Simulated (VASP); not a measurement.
# AlCo (P4/mmm) in VASP: notebook, part 2 of 2

VASP 6.6.1. The steps go on from the part before.

### Step 4. Single point, PBE (uniaxial strain along a: +1.0 %, then relaxed in part)

File INCAR:

```
SYSTEM = AlCo
  PREC = Accurate
  ENCUT = 520
  EDIFF = 1E-7
  ISMEAR = 0
  SIGMA = 0.1
  LREAL = .False.
  LASPH = .True.
  NELM = 100
  ALGO = Fast
  ISIF = 2
  LWAVE = .False.
  LCHARG = .False.
  GGA = PE
  NBANDS = 13
```

File KPOINTS:

```
regular mesh
0
Gamma
  18 18 18
  0 0 0
```

File POSCAR:

```
AlCo
1.0
    2.8804214335      0.0000000000      0.0000000000
    0.0000000000      2.8433155971      0.0000000000
    0.0000000000      0.0000000000      2.8433155971
Al Co
1 1
Direct
    0.0000000000      0.0000000000      0.0000000000
    0.5000000000      0.5000000000      0.5000000000
```

Potentials or basis: VASP PAW PBE potentials, release 64 (Al, Co).

Command:

```sh
cat potpaw_PBE.64/Al/POTCAR potpaw_PBE.64/Co/POTCAR > POTCAR
mpirun -np 1 vasp_std > vasp.out
```

OUTCAR:

```text
SYSTEM = AlCo
   PREC = Accurate
   ENCUT = 520
   EDIFF = 1E-7
   ISMEAR = 0
   LREAL = .False.
   LASPH = .True.
   NELM = 100
   ISIF = 2
   GGA = PE

 ion  position               nearest neighbor table
   1  0.000  0.000  0.000-   2 2.47   2 2.47   2 2.47   2 2.47   2 2.47   2 2.47   2 2.47   2 2.47

   2  0.500  0.500  0.500-   1 2.47   1 2.47   1 2.47   1 2.47   1 2.47   1 2.47   1 2.47   1 2.47

  LATTYP: Found a simple tetragonal cell.
 ALAT       =     2.8433155971
 C/A-ratio  =     1.0130501997

  Lattice vectors:

 A1 = (   0.0000000000,   2.8433155971,   0.0000000000)
 A2 = (   0.0000000000,   0.0000000000,   2.8433155971)
 A3 = (   2.8804214335,   0.0000000000,   0.0000000000)

Analysis of symmetry for initial positions (statically):
=====================================================================
 Subroutine PRICEL returns:
 Original cell was already a primitive cell.

 Routine SETGRP: Setting up the symmetry group for a
 simple tetragonal supercell.

 Subroutine GETGRP returns: Found 16 space group operations
 (whereof 16 operations were pure point group operations)
 out of a pool of 16 trial point group operations.

The static configuration has the point symmetry D_4h.

Analysis of symmetry for dynamics (positions and initial velocities):
=====================================================================
 Subroutine PRICEL returns:
 Original cell was already a primitive cell.

 Routine SETGRP: Setting up the symmetry group for a
 simple tetragonal supercell.

 Subroutine GETGRP returns: Found 16 space group operations
 (whereof 16 operations were pure point group operations)
 out of a pool of 16 trial point group operations.

The dynamic configuration has the point symmetry D_4h.

 Subroutine INISYM returns: Found 16 space group operations
 (whereof 16 operations are pure point group operations),
 and found     1 'primitive' translations

----------------------------------------------------------------------------------------

                                     Primitive cell

  volume of cell :      23.2866

  direct lattice vectors                    reciprocal lattice vectors
     2.880421434  0.000000000  0.000000000     0.347171420  0.000000000  0.000000000
     0.000000000  2.843315597  0.000000000     0.000000000  0.351702077  0.000000000
     0.000000000  0.000000000  2.843315597     0.000000000  0.000000000  0.351702077

  length of vectors
     2.880421434  2.843315597  2.843315597     0.347171420  0.351702077  0.351702077

  position of ions in fractional coordinates (direct lattice)
     0.000000000  0.000000000  0.000000000
     0.500000000  0.500000000  0.500000000

  ion indices of the primitive-cell ions
   primitive index   ion index
                 1           1
                 2           2

----------------------------------------------------------------------------------------

 KPOINTS: regular mesh

Automatic generation of k-mesh.
 Grid dimensions read from file:
 generate k-points for:   18   18   18

 Generating k-lattice:

  Cartesian coordinates                     Fractional coordinates (reciprocal lattice)
     0.019287301  0.000000000  0.000000000     0.055555556  0.000000000  0.000000000
     0.000000000  0.019539004  0.000000000     0.000000000  0.055555556  0.000000000
     0.000000000  0.000000000  0.019539004     0.000000000  0.000000000  0.055555556

  Length of vectors
     0.019287301  0.019539004  0.019539004

  Shift w.r.t. Gamma in fractional coordinates (k-lattice)
     0.000000000  0.000000000  0.000000000

 Subroutine IBZKPT returns following result:
 ===========================================

 Found    550 irreducible k-points:

 Following reciprocal coordinates:
            Coordinates               Weight
  0.000000  0.000000  0.000000      1.000000
  0.055556  0.000000  0.000000      2.000000
  0.111111  0.000000  0.000000      2.000000
  0.166667  0.000000  0.000000      2.000000
  0.222222  0.000000  0.000000      2.000000
  0.277778  0.000000  0.000000      2.000000
[... 16 lines left out ...]
  0.111111  0.111111  0.000000      8.000000
  0.166667  0.111111  0.000000      8.000000
 [... further k-points ...]
   k-points           NKPTS =    550   k-points in BZ     NKDIM =    550   number of bands    NBANDS=     13
   number of dos      NEDOS =    301   number of ions     NIONS =      2
   total plane-waves  NPLWV =  13824
   dimension x,y,z NGX =    24 NGY =   24 NGZ =   24
   dimension x,y,z NGXF=    48 NGYF=   48 NGZF=   48
   ions per type =               1   1
   NGX,Y,Z   is equivalent  to a cutoff of  13.85, 14.03, 14.03 a.u.
   NGXF,Y,Z  is equivalent  to a cutoff of  27.70, 28.07, 28.07 a.u.
 SYSTEM =  AlCo
   PREC   = accura    normal or accurate (medium, high low for compatibility)
   ISTART =      0    job   : 0-new  1-cont  2-samecut
   ICHARG =      2    charge: 1-file 2-atom 10-const
   ISPIN  =      1    spin polarized calculation?
   LNONCOLLINEAR =      F non collinear calculations
   LSORBIT =      F    spin-orbit coupling
   LASPH  =      T    aspherical Exc in radial PAW
   ENCUT  =  520.0 eV  38.22 Ry    6.18 a.u.   5.36  5.29  5.29*2*pi/ulx,y,z
   NELM   =    100;   NELMIN=  2; NELMDL= -5     # of ELM steps
   EDIFF  = 0.1E-06   stopping-criterion for ELM
   LREAL  =      F    real-space projection
   EDIFFG = 0.1E-05   stopping-criterion for IOM
   NSW    =      0    number of steps for IOM
   IBRION =     -1    ionic relax: 0-MD 1-quasi-New 2-CG
   NFREE  =      0    steps in history (QN), initial steepest desc. (CG)
   ISIF   =      2    stress and relaxation
   ISYM   =      2    0-nonsym 1-usesym 2-fastsym
   POTIM  = 0.5000    time-step for ionic-motion
   TEBEG  =    0.0;   TEEND  =   0.0 temperature during run
   PSTRESS=    0.0 pullay stress
   NELECT =      12.0000    total number of electrons
   NUPDOWN=      -1.0000    fix difference up-down
   EMIN   =  10.00;   EMAX   =-10.00  energy-range for DOS
   EFERMI =   0.00;   METHOD = LEGACY
   ISMEAR =     0;   SIGMA  =   0.10  broadening in eV -4-tet -1-fermi 0-gaus
   EFERMI_NEDOS =   21; number of points for ismear=-14 and -15
   IALGO  =     68    algorithm
   IMIX   =      4    mixing-type and parameters
     AMIX     =   0.40;   BMIX     =  1.00
     AMIX_MAG =   1.60;   BMIX_MAG =  1.00
  volume/ion in A,a.u.               =      11.64        78.57
  Fermi-wavevector in a.u.,A,eV,Ry     =   1.312502  2.480268 23.438220  1.722661
  Thomas-Fermi vector in A             =   2.442890
   LORBIT       =      0    0 simple, 1 ext, 2 COOP (PROOUT), +10 PAW based schemes
   GGA     = PE    functional components
   LHFCALC =     F    Hartree Fock is set to
   AEXX    =    0.0000 exact exchange contribution
   IVDW    =     0    specifies the selected vdW correction
   LEPSILON=     F    determine dielectric tensor
   LRPA    =     F    only Hartree local field effects (RPA)
 non-spin polarized calculation
 RMM-DIIS sequential band-by-band and
 Gauss-broadening in eV      SIGMA  =   0.10
  energy-cutoff  :      520.00
  volume of cell :       23.29
 maximum number of plane-waves:       647
 NGX is ok and might be reduce to    24
   NGX = 11   NGY = 11   NGZ = 11

 number of electron      11.9999997 magnetization

 Free energy of the ion-electron system (eV)
  ---------------------------------------------------
  ext. energy  EPLUGINS =         0.00000000
  ---------------------------------------------------
  free energy    TOTEN  =       -11.98909443 eV

  energy without entropy =      -11.98518022  energy(sigma->0) =      -11.98713732

 E-fermi :  10.4838     XC(G=0): -12.2366

 val. band max:       10.4809451839   @ k =   0.3889   0.5000   0.1111
 cond. band min:      10.5028912205   @ k =   0.3889   0.4444   0.0556
 fundamental gap:      0.0219460366
 Fermi energy:        10.4837649580

 k-point     1 :       0.0000    0.0000    0.0000
  band No.  band energies     occupation
      1      -0.5391      2.00000
      2       7.5476      2.00000
      3       7.5715      2.00000
      4       9.6400      2.00000
      5       9.6400      2.00000
      6       9.6877      2.00000
      7      16.1197      0.00000
      8      16.5881      0.00000
      9      16.5881      0.00000
     10      19.1514      0.00000
     11      19.2492      0.00000
     12      25.5400      0.00000
     13      31.9614      0.00000
[... 353 lines left out ...]
 k-point    24 :       0.1667    0.1111    0.0000
  band No.  band energies     occupation
      1       0.2036      2.00000
      2       7.4917      2.00000
      3       7.6974      2.00000
      4       9.2448      2.00000
      5       9.4157      2.00000
      6       9.6051      2.00000
      7      13.4887      0.00000
      8      15.4392      0.00000
      9      17.5845      0.00000
     10      20.1524      0.00000
     11      22.6747      0.00000
     12      26.5682      0.00000
     13      27.6960      0.00000

 [... further k-points ...]
[... 5 lines left out ...]
  --------------------------------------------------------------------------------------
  -------------------------------------------------------------------------------------
  Total       -0.3142833     -0.0140410     -0.0140410      0.0000000      0.0000000     -0.0000000
  in kB      -21.6234833     -0.9660593     -0.9660593      0.0000000      0.0000000     -0.0000000
  external PRESSURE =      -7.8518673 kB  Pullay stress =       0.0000000 kB

 VOLUME and BASIS-vectors are now :
 -----------------------------------------------------------------------------
  energy-cutoff  :      520.00
  volume of cell :       23.29
      direct lattice vectors                 reciprocal lattice vectors
     2.880421434  0.000000000  0.000000000     0.347171420  0.000000000  0.000000000
     0.000000000  2.843315597  0.000000000     0.000000000  0.351702077  0.000000000
     0.000000000  0.000000000  2.843315597     0.000000000  0.000000000  0.351702077

 POSITION                                       TOTAL-FORCE (eV/Angst)
 -----------------------------------------------------------------------------------
      0.00000      0.00000      0.00000         0.000000      0.000000      0.000000
      1.44021      1.42166      1.42166         0.000000      0.000000      0.000000
 -----------------------------------------------------------------------------------
    total drift:                                0.000000      0.000000     -0.000000

  FREE ENERGIE OF THE ION-ELECTRON SYSTEM (eV)
  ---------------------------------------------------
  free  energy   TOTEN  =       -11.9890944317 eV

  energy  without entropy=      -11.9851802171  energy(sigma->0) =      -11.98713732
```

stdout:

```text
POSCAR found type information on POSCAR AlCo
 POSCAR found :  2 types and       2 ions
 scaLAPACK will be used
 LDA part: xc-table for (Slater+PW92), standard interpolation
 POSCAR, INCAR and KPOINTS ok, starting setup
 FFT: planning ... GRIDC
 FFT: planning ... GRID_SOFT
 FFT: planning ... GRID
 WAVECAR not read
 entering main loop
WARNING in EDDRMM: call to ZHEGV failed, returncode =   8  4     12
WARNING in EDDRMM: call to ZHEGV failed, returncode =   8  4     13
WARNING in EDDRMM: call to ZHEGV failed, returncode =   8  4     13
WARNING in EDDRMM: call to ZHEGV failed, returncode =   6  3     13
```

It took 3.2 min on 1 thread of AMD EPYC 9R45 (Zen 5), shared host; peak memory 0.25 GiB.

Results:

```
Free energy            : -11.9891 eV
Pressure               : -0.8 GPa
Band gap on the k mesh : zero (band 6 reaches 12.85 eV, above the bottom of band 7 at 10.24 eV)
```

Stress tensor (GPa, compression positive):
```
-2.16  0.00  0.00
 0.00 -0.10  0.00
 0.00  0.00 -0.10
```

Caveat: the cell differs from its parent crystal (uniaxial strain along a: +1.0 %, then relaxed in part).

### Step 5. Single point, PBE (uniaxial strain along a: +1.0 %)

File INCAR:

```
PREC = Accurate
ENCUT = 520
EDIFF = 1E-7
ISMEAR = 0
SIGMA = 0.1
LREAL = F
LASPH = T
NELM = 80
ALGO = Fast
ISIF = 2
LWAVE = F
LCHARG = F
GGA = PE
NBANDS = 13
```

File KPOINTS:

```
regular mesh
0
Gamma
  18 18 18
```

File POSCAR:

```
AlCo
1.0
    2.8804214335      0.0000000000      0.0000000000
    0.0000000000      2.8447726534      0.0000000000
    0.0000000000      0.0000000000      2.8447726534
Al Co
1 1
Direct
    0.0000000000      0.0000000000      0.0000000000
    0.5000000000      0.5000000000      0.5000000000
```

Command:

```sh
cat potpaw_PBE.64/Al/POTCAR potpaw_PBE.64/Co/POTCAR > POTCAR
mpirun -np 1 vasp_std > vasp.out
```

Run time: 3.1 min. Hardware: 1 thread of AMD EPYC 9R45 (Zen 5), shared host; peak memory 0.25 GiB.

The run converged. Its results:

```yaml
Free_energy: -11.9891 eV
Pressure: -1.1 GPa
Band_gap_on_the_k_mesh: zero (band 6 reaches 12.84 eV, above the bottom of band 7 at 10.22 eV)
```

Stress tensor (GPa, compression positive):
```
-2.38  0.00  0.00
 0.00 -0.40  0.00
 0.00  0.00 -0.40
```

Levels at points of the mesh, in eV from the Fermi level:
```csv
k point,band 2,band 3,band 4,band 5,band 6,band 7,band 8,band 9,band 10,band 11
"(0.00, 0.00, 0.00)",-2.93,-2.91,-0.84,-0.84,-0.80,5.64,6.09,6.09,8.67,8.76
"(0.50, 0.00, 0.00)",-6.60,-2.35,-1.67,-1.67,-0.69,0.10,8.40,10.70,10.70,11.60
"(0.00, 0.50, 0.00)",-6.56,-2.33,-1.75,-1.66,-0.73,0.22,8.40,10.32,10.73,11.38
"(0.50, 0.50, 0.00)",-3.03,-2.72,-2.64,-1.47,-1.46,-0.25,2.38,3.38,12.78,15.84
"(0.00, 0.50, 0.50)",-3.00,-2.60,-2.60,-1.53,-1.53,-0.20,2.49,3.49,12.48,15.57
"(0.50, 0.50, 0.50)",-3.90,-3.89,-0.22,-0.17,2.37,2.41,2.41,4.06,5.24,5.24
```

Caveat: the cell differs from its parent crystal (uniaxial strain along a: +1.0 %). Spin polarisation is off, so any magnetic state and its effect on volume and gap are missing.

### Step 6. The runs side by side

| cell | further INCAR settings | gap on the mesh (eV) | pressure (GPa) |
| --- | --- | --- | --- |
| a = 2.795, b = 2.868, c = 2.868 Å, 2 atoms | ALGO = Fast; EDIFF = 1e-06; NBANDS = 13 | none | 1.4 |
| a = 2.795, b = 2.866, c = 2.866 Å, 2 atoms | ALGO = Fast; EDIFF = 1e-07; NBANDS = 13 | none | 1.7 |
| a = 2.880, b = 2.843, c = 2.843 Å, 2 atoms | ALGO = Fast; EDIFF = 1e-07; NBANDS = 13 | none | -0.8 |
| a = 2.880, b = 2.845, c = 2.845 Å, 2 atoms | ALGO = Fast; EDIFF = 1e-07; NBANDS = 13 | none | -1.1 |

Alike in all rows: task single point; level PBE; potentials or basis VASP PAW PBE potentials, release 64 (Al, Co); no spin polarisation; k mesh 18 × 18 × 18; cutoff (eV) 520; smearing gaussian 0.1 eV.

Total energies depend on the potentials used, so only differences within one code and one set of settings carry meaning.
